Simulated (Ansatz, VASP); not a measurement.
**One calculation of Ti, two programs**

The input INCAR:

```
SYSTEM = Ti
  ALGO = Fast
  EDIFF = 1E-6
  ENCUT = 520
  GGA = CA
  ISIF = 2
  ISMEAR = 0
  LASPH = .TRUE.
  LCHARG = .FALSE.
  LREAL = .FALSE.
  LWAVE = .FALSE.
  NBANDS = 12
  NELM = 60
  PREC = Accurate
  SIGMA = 0.15
```

Contents of KPOINTS:

```
k-points
0
G
  22 22 22
  0 0 0
```

Contents of POSCAR:

```
Ti
1.0
    0.0000000000      2.3030527680      1.4490808016
    2.3030527680      0.0000000000      1.4490808016
    2.3030527680      2.3030527680      0.0000000000
Ti
1
Direct
    0.0000000000      0.0000000000      0.0000000000
```

Input for Ansatz:

```yaml
crystal:
  lattice:
    - [0.0, 2.303052768, 1.4490808016]
    - [2.303052768, 0.0, 1.4490808016]
    - [2.303052768, 2.303052768, 0.0]
  atoms:
    - { symbol: Ti, position: [0.0, 0.0, 0.0] }
basis:
  ecutwfc: 520.0
kpoints:
  mp_grid: { grid: [22, 22, 22] }
hamiltonian:
  xc: lda
  pseudopotentials: { kind: paw, azcp: { folder: soft_1 } }
scf:
  occupations: { method: gaussian, width: 0.15 }
output:
  forces: true
  stress: true
  eigenvalues: true
```

Alike in both runs: task single point; functional LDA; k mesh 22 × 22 × 22; occupations gaussian, width 0.15 eV; no spin polarisation.

|  | VASP | Ansatz |
| --- | --- | --- |
| version | VASP 6.6.1 | Ansatz 0.2.0 |
| potentials or method | VASP PAW LDA potentials, release 64 (Ti_sv), cutoff 520 eV | scalar-relativistic, plane waves, PAW |
| valence electrons in the cell | 12 | 12 |

|  | VASP | Ansatz | Ansatz less VASP |
| --- | --- | --- | --- |
| gap on the k mesh at the Fermi level (eV) | none | none | - |
| pressure (GPa) | 3.8 | 4.1 | +0.22 |
| traceless stress, the component that is largest in VASP (GPa) | -1.80 | -1.74 | +0.060 |

Ansatz warns that its potentials were made for another functional, while VASP's fit it. LDA's correlation is that of Perdew and Zunger in VASP and of Perdew and Wang (1992) in Ansatz. A gap of «none» marks a metal or a gap that the smearing closes.
